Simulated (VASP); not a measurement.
Here is a VASP 6.6.1 calculation.

INCAR

```
ALGO = Fast
EDIFF = 1E-6
ENCUT = 520
GGA = PS
ISIF = 2
ISMEAR = 0
LASPH = T
LCHARG = T
LELF = T
LREAL = F
LVHAR = T
LWAVE = F
NBANDS = 13
NELM = 60
PREC = Accurate
SIGMA = 0.15
```

Contents of KPOINTS:

```
k-points
0
Gamma
  18 18 18
```

File POSCAR:

```
Pb
1.0
    0.0000000000      2.6072868307      2.2161938061
    2.6072868307      0.0000000000      2.2161938061
    2.6072868307      2.6072868307      0.0000000000
Pb
1
Direct
    0.0000000000      0.0000000000      0.0000000000
```

Potentials or basis: VASP PAW PBE potentials, release 64 (Pb_d).

The run is started by

```sh
$ cat potpaw_PBE.64/Pb_d/POTCAR > POTCAR
$ mpirun -np 1 vasp_std > vasp.out
```

**Question.** Predict the band gap on the k mesh.

**Answer.** Zero (bands 7 and 8 overlap by 9.21 eV).

**Question.** Predict the pressure.

**Answer.** -0.2 GPa.

Stress tensor (GPa, compression positive):
```
-0.62  0.00  0.00
 0.00 -0.62  0.00
 0.00  0.00  0.71
```

Caveat: the PAW data sets were made with another functional, which shifts forces and pressure a little; spin-orbit coupling is left out, which moves the levels of the heavy elements.
